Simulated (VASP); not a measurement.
Set up this calculation in VASP 6.6.1, as the native input.

- Task: relaxation of cell and atoms
- Functional: PBE
- Potentials or basis: VASP PAW PBE potentials, release 64 (Hf_pv, Ta_pv, N)
- Cutoff: 600 eV
- k mesh: 12 × 12 × 10
- Occupations: gaussian, width 0.1 eV
- Spin: no spin polarisation
- Dipole correction: no
- Further INCAR settings: ALGO = Normal; EDIFF = 1e-07; IBRION = 2; EDIFFG = -0.01; NSW = 100; ISIF = 3

The structure of Hf2TaN2 lies in POSCAR:

```
Hf2TaN2
1.0
    4.6364619790      0.0000000000      0.0000000000
   -2.3182309895      4.0152938575      0.0000000000
    0.0000000000      0.0000000000      4.0910356365
Hf Ta N
2 1 2
Direct
    0.3333333333      0.6666666667      0.5000000000
    0.6666666667      0.3333333333      0.5000000000
    0.0000000000      0.0000000000      0.0000000000
    0.3333333333      0.6666666667      0.0000000000
    0.6666666667      0.3333333333      0.0000000000
```

The cell was built from a structure type or drawn by symmetry, and may not be a known phase.

The input as run:

INCAR

```
PREC = Accurate ; ENCUT = 600
EDIFF = 1E-7 ; ISMEAR = 0
SIGMA = 0.1 ; LREAL = F
LASPH = T ; NELM = 80
ALGO = Normal ; ISIF = 3
LWAVE = F ; LCHARG = F
GGA = PE ; IBRION = 2
NSW = 100 ; EDIFFG = -0.01
```

KPOINTS

```
regular mesh
0
Gamma
  12 12 10
```

Potentials or basis: VASP PAW PBE potentials, release 64 (Hf_pv, Ta_pv, N).

Command:

```console
$ cat potpaw_PBE.64/Hf_pv/POTCAR potpaw_PBE.64/Ta_pv/POTCAR potpaw_PBE.64/N/POTCAR > POTCAR
$ mpirun -np 1 vasp_std > vasp.out
```

Results of the run:

| Quantity | Value |
| --- | --- |
| Relaxed volume | 15.17 Å³/atom |
| Relaxed cell | a = 4.623 Å, b = 4.623 Å, c = 4.098 Å, α = 90.00°, β = 90.00°, γ = 120.00° |
| Space group after relaxing (to 0.1 Å) | P6/mmm (No. 191) |
| Energy gained by relaxing | 0.3 meV/atom |
| Ionic steps | 5 |
| Pressure after relaxing | 0.0 GPa |
| Band gap on the k mesh | zero (an odd number of electrons rules out a gap without spin polarisation) |

Caveat: spin-orbit coupling is left out, which moves the levels of the heavy elements.

Wall time 10 min on 1 thread of AMD EPYC 9R45 96-Core Processor (Zen 5), with other jobs on the host, peak memory 0.4 GiB.
